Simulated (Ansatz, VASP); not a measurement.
# BaTiO3: VASP beside Ansatz

Contents of INCAR:

```
SYSTEM = BaTiO3
ALGO = Normal
EDIFF = 1E-6
EDIFFG = -0.005
ENCUT = 600
GGA = PE
IBRION = 2
ISIF = 3
ISMEAR = 0
LASPH = .True.
LCHARG = .False.
LREAL = .False.
LWAVE = .False.
NELM = 80
NSW = 100
PREC = Accurate
SIGMA = 0.02
```

Contents of KPOINTS:

```
k-points
0
Gamma
  8 8 8
  0 0 0
```

The input POSCAR:

```
BaTiO3
1.0
    3.9753268226      0.0000000000      0.0000000000
    0.0000000000      3.9753268226      0.0000000000
    0.0000000000      0.0000000000      3.9753268226
Ba Ti O
1 1 3
Direct
    0.0000000000      0.0000000000      0.0000000000
    0.5000000000      0.5000000000      0.5000000000
    0.0000000000      0.5000000000      0.5000000000
    0.5000000000      0.0000000000      0.5000000000
    0.5000000000      0.5000000000      0.0000000000
```

Input for Ansatz:

```yaml
crystal:
  lattice:
    - [3.9753268226, 0.0, 0.0]
    - [0.0, 3.9753268226, 0.0]
    - [0.0, 0.0, 3.9753268226]
  atoms:
    - { symbol: Ba, position: [0.0, 0.0, 0.0] }
    - { symbol: Ti, position: [0.5, 0.5, 0.5] }
    - { symbol: O, position: [0.0, 0.5, 0.5] }
    - { symbol: O, position: [0.5, 0.0, 0.5] }
    - { symbol: O, position: [0.5, 0.5, 0.0] }
basis:
  ecutwfc: 420
kpoints:
  mp_grid: { grid: [8, 8, 8] }
hamiltonian:
  xc: pbe
scf:
  occupations: { method: gaussian, width: 0.02 }
output:
  forces: true
  stress: true
  eigenvalues: true
relax:
  adjacent_minimum: "off"
  f_tol: 0.005
  max_steps: 80
  cell: { stress_tol: 0.05 }
```

Alike in both runs: task relaxation of cell and atoms; functional PBE; k mesh 8 × 8 × 8; occupations gaussian, width 0.02 eV; no spin polarisation.

```csv
,VASP,Ansatz
version,VASP 6.6.1,Ansatz 0.2.0
potentials or method,"VASP PAW PBE potentials, release 64 (Ba_sv, Ti_sv, O), cutoff 600 eV","scalar-relativistic, plane waves, PAW"
valence electrons in the cell,40,40
```

|  | VASP | Ansatz | Ansatz less VASP |
| --- | --- | --- | --- |
| gap on the k mesh at the Fermi level, each at its own relaxed structure (eV) | 1.70 | 1.78 | +0.083 |
| relaxed volume (Å³/atom) | 13.11 | 12.99 | -0.129 |
| relaxed cell length with the largest relative difference (Å) | 4.032 | 4.019 | -0.0133 |

Spin-orbit coupling is off throughout.
